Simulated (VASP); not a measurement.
# GaSb (F-43m) in VASP: single point with r2SCAN+rVV10

Aim: the single point of GaSb with r2SCAN+rVV10.

All numbers are computed with VASP 6.6.1; they aren't measurements. Logs are shortened: lines on timing, memory, paths and dates and some standing lists are left out, and cuts for length are marked.

## 1. The cell of the first run

Symmetry: F-43m, No. 216, cubic system. The conventional cell has a = 6.104 Å, b = 6.104 Å, c = 6.104 Å, α = 90.00°, β = 90.00°, γ = 90.00°. Within 3.5 Å of Ga (site symmetry -43m) lie 4 Sb at 2.64 Å. Within 3.5 Å of Sb (site symmetry -43m) lie 4 Ga at 2.64 Å.

## 2. Single point, r2SCAN+rVV10

Input file POSCAR:

```
GaSb
1.0
    0.0000000000      3.0519251311      3.0519251311
    3.0519251311      0.0000000000      3.0519251311
    3.0519251311      3.0519251311      0.0000000000
Ga Sb
1 1
Direct
    0.0000000000      0.0000000000      0.0000000000
    0.2500000000      0.2500000000      0.2500000000
```

Input file INCAR.step1:

```
SYSTEM = GaSb
PREC = Accurate ; ENCUT = 550
ISMEAR = -1 ; SIGMA = 0.03
LREAL = .False. ; LASPH = .True.
NELM = 120 ; NBANDS = 21
GGA = PE ; ALGO = Normal
EDIFF = 1E-5 ; LWAVE = .True.
LCHARG = .False. ; GGA_COMPAT = .False.
```

Input file INCAR.step2:

```
SYSTEM = GaSb
PREC = Accurate ; ENCUT = 550
EDIFF = 1E-6 ; ISMEAR = -1
SIGMA = 0.03 ; LREAL = .False.
LASPH = .True. ; NELM = 120
ALGO = Normal ; ISIF = 2
LWAVE = .False. ; LCHARG = .False.
METAGGA = R2SCAN ; LMIXTAU = .True.
LUSE_VDW = .True. ; IVDW_NL = 2
BPARAM = 11.95 ; CPARAM = 0.0093
NBANDS = 21 ; ISTART = 1
GGA_COMPAT = .False.
```

Input file KPOINTS:

```
Automatic mesh
0
Gamma
  8 8 8
  0 0 0
```

Potentials or basis: VASP PAW PBE potentials, release 64 (Ga_d, Sb_d_GW).

Run with:

```console
$ cat potpaw_PBE.64/Ga_d/POTCAR potpaw_PBE.64/Sb_d_GW/POTCAR > POTCAR
$ cp INCAR.step1 INCAR
$ mpirun -np 1 vasp_std > vasp.out
$ cp INCAR.step2 INCAR
$ mpirun -np 1 vasp_std > vasp.out
```

OUTCAR:

```text
SYSTEM = GaSb
   PREC = Accurate
   ENCUT = 550
   EDIFF = 1E-6
   ISMEAR = -1
   LREAL = .False.
   LASPH = .True.
   NELM = 120
   ISIF = 2
   METAGGA = R2SCAN
   IVDW_NL = 2
   BPARAM = 11.95
   ISTART = 1

 ion  position               nearest neighbor table
   1  0.000  0.000  0.000-   2 2.64   2 2.64   2 2.64   2 2.64
   2  0.250  0.250  0.250-   1 2.64   1 2.64   1 2.64   1 2.64

  LATTYP: Found a face centered cubic cell.
 ALAT       =     6.1038502622

  Lattice vectors:

 A1 = (   0.0000000000,   3.0519251311,   3.0519251311)
 A2 = (   3.0519251311,   0.0000000000,   3.0519251311)
 A3 = (   3.0519251311,   3.0519251311,   0.0000000000)

Analysis of symmetry for initial positions (statically):
=====================================================================
 Subroutine PRICEL returns:
 Original cell was already a primitive cell.

 Routine SETGRP: Setting up the symmetry group for a
 face centered cubic supercell.

 Subroutine GETGRP returns: Found 24 space group operations
 (whereof 24 operations were pure point group operations)
 out of a pool of 48 trial point group operations.

The static configuration has the point symmetry T_d .

Analysis of symmetry for dynamics (positions and initial velocities):
=====================================================================
 Subroutine PRICEL returns:
 Original cell was already a primitive cell.

 Routine SETGRP: Setting up the symmetry group for a
 face centered cubic supercell.

 Subroutine GETGRP returns: Found 24 space group operations
 (whereof 24 operations were pure point group operations)
 out of a pool of 48 trial point group operations.

The dynamic configuration has the point symmetry T_d .

 Subroutine INISYM returns: Found 24 space group operations
 (whereof 24 operations are pure point group operations),
 and found     1 'primitive' translations

----------------------------------------------------------------------------------------

                                     Primitive cell

  volume of cell :      56.8528

  direct lattice vectors                    reciprocal lattice vectors
     0.000000000  3.051925131  3.051925131    -0.163831018  0.163831018  0.163831018
     3.051925131  0.000000000  3.051925131     0.163831018 -0.163831018  0.163831018
     3.051925131  3.051925131  0.000000000     0.163831018  0.163831018 -0.163831018

  length of vectors
     4.316073912  4.316073912  4.316073912     0.283763646  0.283763646  0.283763646

  position of ions in fractional coordinates (direct lattice)
     0.000000000  0.000000000  0.000000000
     0.250000000  0.250000000  0.250000000

  ion indices of the primitive-cell ions
   primitive index   ion index
                 1           1
                 2           2

----------------------------------------------------------------------------------------

 KPOINTS: Automatic mesh

Automatic generation of k-mesh.
 Grid dimensions read from file:
 generate k-points for:    8    8    8

 Generating k-lattice:

  Cartesian coordinates                     Fractional coordinates (reciprocal lattice)
    -0.020478877  0.020478877  0.020478877     0.125000000  0.000000000  0.000000000
     0.020478877 -0.020478877  0.020478877     0.000000000  0.125000000  0.000000000
     0.020478877  0.020478877 -0.020478877     0.000000000  0.000000000  0.125000000

  Length of vectors
     0.035470456  0.035470456  0.035470456

  Shift w.r.t. Gamma in fractional coordinates (k-lattice)
     0.000000000  0.000000000  0.000000000

 Subroutine IBZKPT returns following result:
 ===========================================

 Found     29 irreducible k-points:

 Following reciprocal coordinates:
            Coordinates               Weight
  0.000000  0.000000  0.000000      1.000000
  0.125000  0.000000  0.000000      8.000000
  0.250000  0.000000  0.000000      8.000000
  0.375000  0.000000  0.000000      8.000000
  0.500000  0.000000  0.000000      4.000000
  0.125000  0.125000  0.000000      6.000000
[... 16 lines left out ...]
  0.500000  0.250000  0.125000     48.000000
 -0.375000  0.250000  0.125000     24.000000
 [... further k-points ...]
   k-points           NKPTS =     29   k-points in BZ     NKDIM =     29   number of bands    NBANDS=     21
   number of dos      NEDOS =    301   number of ions     NIONS =      2
   total plane-waves  NPLWV =  46656
   dimension x,y,z NGX =    36 NGY =   36 NGZ =   36
   dimension x,y,z NGXF=    72 NGYF=   72 NGZF=   72
   ions per type =               1   1
   NGX,Y,Z   is equivalent  to a cutoff of  13.87, 13.87, 13.87 a.u.
   NGXF,Y,Z  is equivalent  to a cutoff of  27.73, 27.73, 27.73 a.u.
 SYSTEM =  GaSb
   PREC   = accura    normal or accurate (medium, high low for compatibility)
   ISTART =      1    job   : 0-new  1-cont  2-samecut
   ICHARG =      0    charge: 1-file 2-atom 10-const
   ISPIN  =      1    spin polarized calculation?
   LNONCOLLINEAR =      F non collinear calculations
   LSORBIT =      F    spin-orbit coupling
   LASPH  =      T    aspherical Exc in radial PAW
   ENCUT  =  550.0 eV  40.42 Ry    6.36 a.u.   8.25  8.25  8.25*2*pi/ulx,y,z
   NELM   =    120;   NELMIN=  2; NELMDL=  0     # of ELM steps
   EDIFF  = 0.1E-05   stopping-criterion for ELM
   LREAL  =      F    real-space projection
   EDIFFG = 0.1E-04   stopping-criterion for IOM
   NSW    =      0    number of steps for IOM
   IBRION =     -1    ionic relax: 0-MD 1-quasi-New 2-CG
   NFREE  =      0    steps in history (QN), initial steepest desc. (CG)
   ISIF   =      2    stress and relaxation
   ISYM   =      2    0-nonsym 1-usesym 2-fastsym
   POTIM  = 0.5000    time-step for ionic-motion
   TEBEG  =    0.0;   TEEND  =   0.0 temperature during run
   PSTRESS=    0.0 pullay stress
   NELECT =      28.0000    total number of electrons
   NUPDOWN=      -1.0000    fix difference up-down
   EMIN   =  10.00;   EMAX   =-10.00  energy-range for DOS
   EFERMI =   0.00;   METHOD = LEGACY
   ISMEAR =    -1;   SIGMA  =   0.03  broadening in eV -4-tet -1-fermi 0-gaus
   EFERMI_NEDOS =   21; number of points for ismear=-14 and -15
   IALGO  =     38    algorithm
   IMIX   =      4    mixing-type and parameters
     AMIX     =   0.40;   BMIX     =  1.00
     AMIX_MAG =   1.60;   BMIX_MAG =  1.00
  volume/ion in A,a.u.               =      28.43       191.83
  Fermi-wavevector in a.u.,A,eV,Ry     =   1.292837  2.443107 22.741137  1.671426
  Thomas-Fermi vector in A             =   2.424520
   LORBIT       =      0    0 simple, 1 ext, 2 COOP (PROOUT), +10 PAW based schemes
   METAGGA = R2SCAN    functional components
   LHFCALC =     F    Hartree Fock is set to
   AEXX    =    0.0000 exact exchange contribution
   IVDW_NL    =     2    kernel type
   BPARAM     =11.9500
   IVDW    =     0    specifies the selected vdW correction
   LEPSILON=     F    determine dielectric tensor
   LRPA    =     F    only Hartree local field effects (RPA)
 non-spin polarized calculation
  energy-cutoff  :      550.00
  volume of cell :       56.85
 maximum number of plane-waves:      1687
 NGX is ok and might be reduce to    36
   NGX = 17   NGY = 17   NGZ = 17

 number of electron      28.0000012 magnetization

 Free energy of the ion-electron system (eV)
  ---------------------------------------------------
  ext. energy  EPLUGINS =         0.00000000
  ---------------------------------------------------
  free energy    TOTEN  =       -36.76582039 eV

  energy without entropy =      -36.76581946  energy(sigma->0) =      -36.76581993

 E-fermi :   3.9838     XC(G=0): -10.1695

 val. band max:        3.7181078534   @ k =   0.0000   0.0000   0.0000
 cond. band min:       4.2167620447   @ k =   0.0000   0.0000   0.0000
 fundamental gap:      0.4986541914
 Fermi energy:         3.9837861157

 k-point     1 :       0.0000    0.0000    0.0000
  band No.  band energies     occupation
      1     -25.7694      2.00000
      2     -25.7694      2.00000
      3     -25.7694      2.00000
      4     -25.7424      2.00000
      5     -25.7424      2.00000
      6     -11.7723      2.00000
[... 13 lines left out ...]
     20      12.9218      0.00000
     21      12.9218      0.00000

 k-point     2 :       0.1250    0.0000    0.0000
  band No.  band energies     occupation
      1     -25.7693      2.00000
      2     -25.7688      2.00000
      3     -25.7688      2.00000
      4     -25.7423      2.00000
      5     -25.7423      2.00000
      6     -11.7771      2.00000
[... 13 lines left out ...]
     20      12.0385      0.00000
     21      12.0385      0.00000

 k-point     3 :       0.2500    0.0000    0.0000
  band No.  band energies     occupation
      1     -25.7690      2.00000
      2     -25.7676      2.00000
      3     -25.7676      2.00000
      4     -25.7420      2.00000
      5     -25.7420      2.00000
      6     -11.7883      2.00000
[... 13 lines left out ...]
     20      11.8088      0.00000
     21      11.8088      0.00000

 k-point     4 :       0.3750    0.0000    0.0000
  band No.  band energies     occupation
      1     -25.7687      2.00000
      2     -25.7665      2.00000
      3     -25.7665      2.00000
      4     -25.7416      2.00000
      5     -25.7416      2.00000
      6     -11.7993      2.00000
[... 13 lines left out ...]
     20      12.8489      0.00000
     21      12.8489      0.00000

 k-point     5 :       0.5000    0.0000    0.0000
  band No.  band energies     occupation
      1     -25.7686      2.00000
      2     -25.7661      2.00000
      3     -25.7661      2.00000
      4     -25.7414      2.00000
      5     -25.7414      2.00000
      6     -11.8037      2.00000
[... 13 lines left out ...]
     20      14.2969      0.00000
     21      14.2970      0.00000

 k-point     6 :       0.1250    0.1250    0.0000
  band No.  band energies     occupation
      1     -25.7699      2.00000
      2     -25.7683      2.00000
      3     -25.7683      2.00000
      4     -25.7427      2.00000
      5     -25.7419      2.00000
      6     -11.7809      2.00000
[... 13 lines left out ...]
     20      11.1061      0.00000
     21      13.1419      0.00000

 k-point     7 :       0.2500    0.1250    0.0000
  band No.  band energies     occupation
      1     -25.7700      2.00000
      2     -25.7672      2.00000
      3     -25.7671      2.00000
      4     -25.7428      2.00000
      5     -25.7414      2.00000
      6     -11.7903      2.00000
[... 13 lines left out ...]
     20      12.2759      0.00000
     21      12.8866      0.00000
[... 291 lines left out ...]
      1     -25.7704      2.00000
      2     -25.7640      2.00000
      3     -25.7632      2.00000
      4     -25.7433      2.00000
      5     -25.7398      2.00000
      6     -11.8169      2.00000
[... 13 lines left out ...]
     20      13.1527      0.00000
     21      16.6505      0.00000

 k-point    21 :       0.5000    0.5000    0.0000
  band No.  band energies     occupation
      1     -25.7730      2.00000
      2     -25.7622      2.00000
      3     -25.7622      2.00000
      4     -25.7444      2.00000
      5     -25.7387      2.00000
      6     -11.8230      2.00000
[... 13 lines left out ...]
     20      15.2266      0.00000
     21      15.9165      0.00000

 k-point    22 :       0.3750    0.2500    0.1250
  band No.  band energies     occupation
      1     -25.7700      2.00000
      2     -25.7661      2.00000
      3     -25.7659      2.00000
      4     -25.7429      2.00000
      5     -25.7408      2.00000
      6     -11.7996      2.00000
[... 13 lines left out ...]
     20      13.3545      0.00000
     21      13.6620      0.00000

 k-point    23 :       0.5000    0.2500    0.1250
  band No.  band energies     occupation
      1     -25.7691      2.00000
      2     -25.7660      2.00000
      3     -25.7647      2.00000
      4     -25.7425      2.00000
      5     -25.7407      2.00000
      6     -11.8071      2.00000
[... 13 lines left out ...]
     20      13.0530      0.00000
     21      14.5452      0.00000

 k-point    24 :      -0.3750    0.2500    0.1250
  band No.  band energies     occupation
      1     -25.7684      2.00000
      2     -25.7664      2.00000
      3     -25.7642      2.00000
      4     -25.7422      2.00000
      5     -25.7408      2.00000
      6     -11.8100      2.00000
[... 13 lines left out ...]
     20      13.9767      0.00000
     21      14.5672      0.00000

 [... further k-points ...]
[... 5 lines left out ...]
  --------------------------------------------------------------------------------------
  -------------------------------------------------------------------------------------
  Total        0.0138161      0.0138161      0.0138161      0.0000000      0.0000000     -0.0000000
  in kB        0.3893552      0.3893552      0.3893552      0.0000000      0.0000000     -0.0000000
  external PRESSURE =       0.3893552 kB  Pullay stress =       0.0000000 kB

 VOLUME and BASIS-vectors are now :
 -----------------------------------------------------------------------------
  energy-cutoff  :      550.00
  volume of cell :       56.85
      direct lattice vectors                 reciprocal lattice vectors
     0.000000000  3.051925131  3.051925131    -0.163831018  0.163831018  0.163831018
     3.051925131  0.000000000  3.051925131     0.163831018 -0.163831018  0.163831018
     3.051925131  3.051925131  0.000000000     0.163831018  0.163831018 -0.163831018

 POSITION                                       TOTAL-FORCE (eV/Angst)
 -----------------------------------------------------------------------------------
      0.00000      0.00000      0.00000         0.000000      0.000000      0.000000
      1.52596      1.52596      1.52596        -0.000000     -0.000000     -0.000000
 -----------------------------------------------------------------------------------
    total drift:                                0.000000      0.000000      0.000000

  FREE ENERGIE OF THE ION-ELECTRON SYSTEM (eV)
  ---------------------------------------------------
  free  energy   TOTEN  =       -36.7658203941 eV

  energy  without entropy=      -36.7658194570  energy(sigma->0) =      -36.76581993
```

It took 6.6 min on 1 thread of Intel Xeon Platinum 8375C at 2.90GHz (Ice Lake), shared host; peak memory 0.42 GiB.

What came out:

```
Free energy            : -36.7658 eV
Pressure               : 0.0 GPa
Band gap on the k mesh : 0.50 eV
```

Levels at points of the mesh, in eV from the valence-band top:
```tsv
k point	band 10	band 11	band 12	band 13	band 14	band 15	band 16	band 17	band 18	band 19
(0.00, 0.00, 0.00)	-15.43	-11.99	0.00	0.00	0.00	0.50	2.98	2.98	2.98	6.26
(0.50, 0.00, 0.00)	-15.43	-10.24	-6.62	-1.22	-1.22	0.68	4.01	4.01	6.83	9.97
(0.50, 0.50, 0.00)	-15.43	-9.35	-7.07	-2.72	-2.72	1.08	1.41	9.35	9.35	10.83
```

Caveat: semilocal functionals underestimate gaps, and a narrow one can read as zero; the PAW data sets were made with another functional, which shifts forces and pressure a little; spin-orbit coupling is left out, which moves the levels of the heavy elements. A k mesh can miss the band edges.
